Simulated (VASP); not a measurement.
# BiTe (R-3m) in VASP: further runs, part 4 of 4

VASP 6.6.1. Earlier steps stand in the parts before.

### Step 6. Single point, r2SCAN (strain +0.050 along x and y, +0.050 along z)

Input file POSCAR:

```
BiTe
1.0
    2.5438431614      1.4686885340      3.4831565522
   -2.5438431614      1.4686885340      3.4831565522
    0.0000000000     -2.9373770681      3.4831565522
Bi Te
1 1
Direct
    0.5000000000      0.5000000000      0.5000000000
    0.0000000000      0.0000000000      0.0000000000
```

Input file INCAR.step1:

```
PREC     = Accurate       # precision mode
ENCUT    = 520            # plane-wave cutoff, eV
ISMEAR   = 0              # smearing method
SIGMA    = 0.15           # smearing width, eV
LREAL    = False          # projectors in reciprocal space
LASPH    = True           # aspherical terms in the spheres
NELM     = 60             # most SCF steps
NBANDS   = 18             # bands
GGA      = PE             # functional
ALGO     = Normal         # electronic algorithm
EDIFF    = 1E-4           # SCF threshold, eV
LWAVE    = True           # write WAVECAR
LCHARG   = False          # write CHGCAR
```

Input file INCAR.step2:

```
PREC     = Accurate       # precision mode
ENCUT    = 520            # plane-wave cutoff, eV
EDIFF    = 1E-6           # SCF threshold, eV
ISMEAR   = 0              # smearing method
SIGMA    = 0.15           # smearing width, eV
LREAL    = False          # projectors in reciprocal space
LASPH    = True           # aspherical terms in the spheres
NELM     = 60             # most SCF steps
ALGO     = Normal         # electronic algorithm
ISIF     = 2              # what is computed and relaxed
LWAVE    = False          # write WAVECAR
LCHARG   = False          # write CHGCAR
METAGGA  = R2SCAN         # meta-GGA
LMIXTAU  = True         
NBANDS   = 18             # bands
ISTART   = 1
```

Input file KPOINTS:

```
regular mesh
0
Gamma
  12 12 12
```

Potentials or basis: VASP PAW PBE potentials, release 64 (Bi_d, Te).

Started as:

```sh
> cat potpaw_PBE.64/Bi_d/POTCAR potpaw_PBE.64/Te/POTCAR > POTCAR
> cp INCAR.step1 INCAR
> mpirun -np 1 vasp_std > vasp.out
> cp INCAR.step2 INCAR
> mpirun -np 1 vasp_std > vasp.out
```

OUTCAR:

```text
PREC = Accurate
   ENCUT = 520
   EDIFF = 1E-6
   ISMEAR = 0
   LREAL = False
   LASPH = True
   NELM = 60
   ISIF = 2
   METAGGA = R2SCAN
   ISTART = 1

 ion  position               nearest neighbor table
   1  0.500  0.500  0.500-   2 3.41   2 3.41   2 3.41   2 3.41   2 3.41   2 3.41
   2  0.000  0.000  0.000-   1 3.41   1 3.41   1 3.41   1 3.41   1 3.41   1 3.41

  LATTYP: Found a trigonal (rhomboedric) cell.
 ALAT       =     4.5563761485
 COS(alpha) =     0.3765932224

  Lattice vectors:

 A1 = (   2.5438431614,   1.4686885340,   3.4831565522)
 A2 = (  -2.5438431614,   1.4686885340,   3.4831565522)
 A3 = (   0.0000000000,  -2.9373770681,   3.4831565522)

Analysis of symmetry for initial positions (statically):
=====================================================================
 Subroutine PRICEL returns:
 Original cell was already a primitive cell.

 Routine SETGRP: Setting up the symmetry group for a
 trigonal (rhombohedral) supercell.

 Subroutine GETGRP returns: Found 12 space group operations
 (whereof 12 operations were pure point group operations)
 out of a pool of 12 trial point group operations.

The static configuration has the point symmetry D_3d.

Analysis of symmetry for dynamics (positions and initial velocities):
=====================================================================
 Subroutine PRICEL returns:
 Original cell was already a primitive cell.

 Routine SETGRP: Setting up the symmetry group for a
 trigonal (rhombohedral) supercell.

 Subroutine GETGRP returns: Found 12 space group operations
 (whereof 12 operations were pure point group operations)
 out of a pool of 12 trial point group operations.

The dynamic configuration has the point symmetry D_3d.

 Subroutine INISYM returns: Found 12 space group operations
 (whereof 12 operations are pure point group operations),
 and found     1 'primitive' translations

----------------------------------------------------------------------------------------

                                     Primitive cell

  volume of cell :      78.0808

  direct lattice vectors                    reciprocal lattice vectors
     2.543843161  1.468688534  3.483156552     0.196552998  0.113479926  0.095698637
    -2.543843161  1.468688534  3.483156552    -0.196552998  0.113479926  0.095698637
     0.000000000 -2.937377068  3.483156552     0.000000000 -0.226959853  0.095698637

  length of vectors
     4.556376149  4.556376149  4.556376149     0.246310787  0.246310787  0.246310787

  position of ions in fractional coordinates (direct lattice)
     0.500000000  0.500000000  0.500000000
     0.000000000  0.000000000  0.000000000

  ion indices of the primitive-cell ions
   primitive index   ion index
                 1           1
                 2           2

----------------------------------------------------------------------------------------

 KPOINTS: regular mesh

Automatic generation of k-mesh.
 Grid dimensions read from file:
 generate k-points for:   12   12   12

 Generating k-lattice:

  Cartesian coordinates                     Fractional coordinates (reciprocal lattice)
     0.016379417  0.009456661  0.007974886     0.083333333  0.000000000 -0.000000000
    -0.016379417  0.009456661  0.007974886     0.000000000  0.083333333 -0.000000000
     0.000000000 -0.018913321  0.007974886     0.000000000  0.000000000  0.083333333

  Length of vectors
     0.020525899  0.020525899  0.020525899

  Shift w.r.t. Gamma in fractional coordinates (k-lattice)
     0.000000000  0.000000000  0.000000000

 Subroutine IBZKPT returns following result:
 ===========================================

 Found    189 irreducible k-points:

 Following reciprocal coordinates:
            Coordinates               Weight
  0.000000  0.000000  0.000000      1.000000
  0.083333 -0.000000  0.000000      6.000000
  0.166667 -0.000000 -0.000000      6.000000
  0.250000 -0.000000 -0.000000      6.000000
  0.333333 -0.000000 -0.000000      6.000000
  0.416667 -0.000000 -0.000000      6.000000
[... 16 lines left out ...]
  0.500000  0.166667 -0.000000     12.000000
 -0.416667  0.166667  0.000000     12.000000
 [... further k-points ...]
   k-points           NKPTS =    189   k-points in BZ     NKDIM =    189   number of bands    NBANDS=     18
   number of dos      NEDOS =    301   number of ions     NIONS =      2
   total plane-waves  NPLWV =  46656
   dimension x,y,z NGX =    36 NGY =   36 NGZ =   36
   dimension x,y,z NGXF=    72 NGYF=   72 NGZF=   72
   ions per type =               1   1
   NGX,Y,Z   is equivalent  to a cutoff of  13.14, 13.14, 13.14 a.u.
   NGXF,Y,Z  is equivalent  to a cutoff of  26.27, 26.27, 26.27 a.u.
 SYSTEM =  unknown system
   PREC   = accura    normal or accurate (medium, high low for compatibility)
   ISTART =      1    job   : 0-new  1-cont  2-samecut
   ICHARG =      0    charge: 1-file 2-atom 10-const
   ISPIN  =      1    spin polarized calculation?
   LNONCOLLINEAR =      F non collinear calculations
   LSORBIT =      F    spin-orbit coupling
   LASPH  =      T    aspherical Exc in radial PAW
   ENCUT  =  520.0 eV  38.22 Ry    6.18 a.u.   8.47  8.47  8.47*2*pi/ulx,y,z
   NELM   =     60;   NELMIN=  2; NELMDL=  0     # of ELM steps
   EDIFF  = 0.1E-05   stopping-criterion for ELM
   LREAL  =      F    real-space projection
   EDIFFG = 0.1E-04   stopping-criterion for IOM
   NSW    =      0    number of steps for IOM
   IBRION =     -1    ionic relax: 0-MD 1-quasi-New 2-CG
   NFREE  =      0    steps in history (QN), initial steepest desc. (CG)
   ISIF   =      2    stress and relaxation
   ISYM   =      2    0-nonsym 1-usesym 2-fastsym
   POTIM  = 0.5000    time-step for ionic-motion
   TEBEG  =    0.0;   TEEND  =   0.0 temperature during run
   PSTRESS=    0.0 pullay stress
   NELECT =      21.0000    total number of electrons
   NUPDOWN=      -1.0000    fix difference up-down
   EMIN   =  10.00;   EMAX   =-10.00  energy-range for DOS
   EFERMI =   0.00;   METHOD = LEGACY
   ISMEAR =     0;   SIGMA  =   0.15  broadening in eV -4-tet -1-fermi 0-gaus
   EFERMI_NEDOS =   21; number of points for ismear=-14 and -15
   IALGO  =     38    algorithm
   IMIX   =      4    mixing-type and parameters
     AMIX     =   0.40;   BMIX     =  1.00
     AMIX_MAG =   1.60;   BMIX_MAG =  1.00
  volume/ion in A,a.u.               =      39.04       263.46
  Fermi-wavevector in a.u.,A,eV,Ry     =   1.056736  1.996941 15.193503  1.116691
  Thomas-Fermi vector in A             =   2.191983
   LORBIT       =      0    0 simple, 1 ext, 2 COOP (PROOUT), +10 PAW based schemes
   METAGGA = R2SCAN    functional components
   LHFCALC =     F    Hartree Fock is set to
   AEXX    =    0.0000 exact exchange contribution
   IVDW    =     0    specifies the selected vdW correction
   LEPSILON=     F    determine dielectric tensor
   LRPA    =     F    only Hartree local field effects (RPA)
 non-spin polarized calculation
 Gauss-broadening in eV      SIGMA  =   0.15
  energy-cutoff  :      520.00
  volume of cell :       78.08
 maximum number of plane-waves:      2137
 NGX is ok and might be reduce to    36
   NGX = 17   NGY = 17   NGZ = 17

 number of electron      21.0000007 magnetization

 Free energy of the ion-electron system (eV)
  ---------------------------------------------------
  ext. energy  EPLUGINS =         0.00000000
  ---------------------------------------------------
  free energy    TOTEN  =       -83.79788762 eV

  energy without entropy =      -83.77986741  energy(sigma->0) =      -83.78887751

 E-fermi :   4.9303     XC(G=0):  -9.3507

 val. band max:        4.9271124171   @ k =  -0.0833   0.3333   0.0833
 cond. band min:       4.9321765913   @ k =  -0.3333   0.2500   0.1667
 fundamental gap:      0.0050641741
 Fermi energy:         4.9302673170

 k-point     1 :       0.0000    0.0000    0.0000
  band No.  band energies     occupation
      1     -19.0275      2.00000
      2     -19.0275      2.00000
      3     -19.0080      2.00000
      4     -19.0080      2.00000
      5     -18.9981      2.00000
      6      -8.2172      2.00000
[... 10 lines left out ...]
     17      11.9365      0.00000
     18      12.0313      0.00000
[... 463 lines left out ...]
 k-point    24 :      -0.4167    0.1667    0.0000
  band No.  band energies     occupation
      1     -19.0270      2.00000
      2     -19.0264      2.00000
      3     -19.0103      2.00000
      4     -19.0044      2.00000
      5     -18.9964      2.00000
      6      -6.5849      2.00000
[... 10 lines left out ...]
     17      14.1444      0.00000
     18      14.9118      0.00000

 [... further k-points ...]

------------------------ aborting loop because EDIFF is reached ----------------------------------------

  FORCE on cell =-STRESS in cart. coord.  units (eV):
  Direction    XX          YY          ZZ          XY          YZ          ZX
  --------------------------------------------------------------------------------------
  -------------------------------------------------------------------------------------
  Total       -3.1258161     -3.1258161     -2.2698397      0.0000000      0.0000000      0.0000000
  in kB      -64.1401130    -64.1401130    -46.5759250      0.0000000      0.0000000      0.0000000
  external PRESSURE =     -58.2853837 kB  Pullay stress =       0.0000000 kB

 VOLUME and BASIS-vectors are now :
 -----------------------------------------------------------------------------
  energy-cutoff  :      520.00
  volume of cell :       78.08
      direct lattice vectors                 reciprocal lattice vectors
     2.543843161  1.468688534  3.483156552     0.196552998  0.113479926  0.095698637
    -2.543843161  1.468688534  3.483156552    -0.196552998  0.113479926  0.095698637
     0.000000000 -2.937377068  3.483156552     0.000000000 -0.226959853  0.095698637

 POSITION                                       TOTAL-FORCE (eV/Angst)
 -----------------------------------------------------------------------------------
      0.00000     -0.00000      5.22473        -0.000000     -0.000000     -0.000000
      0.00000      0.00000      0.00000         0.000000      0.000000      0.000000
 -----------------------------------------------------------------------------------
    total drift:                               -0.000000     -0.000000      0.000000

  FREE ENERGIE OF THE ION-ELECTRON SYSTEM (eV)
  ---------------------------------------------------
  free  energy   TOTEN  =       -83.7978876175 eV

  energy  without entropy=      -83.7798674112  energy(sigma->0) =      -83.78887751
```

Run time: 26 min. Hardware: 1 thread of Oxide Virtual Turin-like, shared host; peak memory 0.37 GiB.

Results:

```
Free energy            : -83.7979 eV
Pressure               : -5.8 GPa
Band gap on the k mesh : zero (an odd number of electrons rules out a gap without spin polarisation)
```

Caveat: the cell differs from its parent crystal (strain +0.050 along x and y, +0.050 along z); the cell stands under tension; the PAW data sets were made with another functional, which shifts forces and pressure a little; spin-orbit coupling is left out, which moves the levels of the heavy elements.

### Step 7. The runs side by side

| cell | gap on the mesh (eV) | pressure (GPa) |
| --- | --- | --- |
| a = 4.467 Å, angles 65.7°, 2 atoms | none | -2.6 |
| a = 4.385 Å, angles 69.0°, 2 atoms | none | -3.2 |
| a = 4.431 Å, angles 70.1°, 2 atoms | none | -4.9 |
| a = 4.512 Å, angles 66.8°, 2 atoms | none | -4.4 |
| a = 4.556 Å, angles 67.9°, 2 atoms | none | -5.8 |

Alike in all rows: task single point; level r2SCAN; potentials or basis VASP PAW PBE potentials, release 64 (Bi_d, Te); no spin polarisation; k mesh 12 × 12 × 12; cutoff (eV) 520; smearing gaussian 0.15 eV.

Caveats: the PAW data sets were made with another functional, which shifts forces and pressure a little; spin-orbit coupling is left out, which moves the levels of the heavy elements; the cell stands under tension (at least some runs).

Absolute energies hang on the potentials; compare differences alone.
